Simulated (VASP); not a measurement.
A run of VASP 6.6.1:

The input INCAR:

```
PREC = Accurate ; ENCUT = 600
EDIFF = 1E-6 ; ISMEAR = 0
SIGMA = 0.1 ; LREAL = F
LASPH = T ; NELM = 100
ALGO = Normal ; ISIF = 3
LWAVE = F ; LCHARG = F
GGA = PE ; IBRION = 2
NSW = 90 ; EDIFFG = -0.04
```

File KPOINTS:

```
Automatic mesh
0
Gamma
  6 6 4
```

File POSCAR:

```
ScSb2P3
1.0
    5.6671650378      0.0000000000      0.0000000000
   -2.8335825189      4.9079088902      0.0000000000
    0.0000000000      0.0000000000      4.8528654725
Sc Sb P
1 2 3
Direct
    0.0000000000      0.0000000000      0.0744157212
    0.6666666667      0.3333333333      0.5238526326
    0.3333333333      0.6666666667      0.5238526326
    0.0000000000      0.5000000000      0.0159579745
    0.5000000000      0.0000000000      0.0159579745
    0.5000000000      0.5000000000      0.0159579745
```

Potentials or basis: VASP PAW PBE potentials, release 64 (Sc_sv, Sb, P).

Launch:

```console
$ cat potpaw_PBE.64/Sc_sv/POTCAR potpaw_PBE.64/Sb/POTCAR potpaw_PBE.64/P/POTCAR > POTCAR
$ mpirun -np 1 vasp_std > vasp.out
```

Hardware: 1 thread of Intel(R) Xeon(R) Platinum 8259CL CPU @ 2.50GHz (Skylake/Cascade Lake) (shared host).

Task: How long does it take, and how much memory?

Result: Run time: 29 min on 1 thread of Intel(R) Xeon(R) Platinum 8259CL CPU @ 2.50GHz (Skylake/Cascade Lake), on a shared host, peak memory 0.36 GiB. Counts: scf iterations 254, k points 21, ion steps 32.
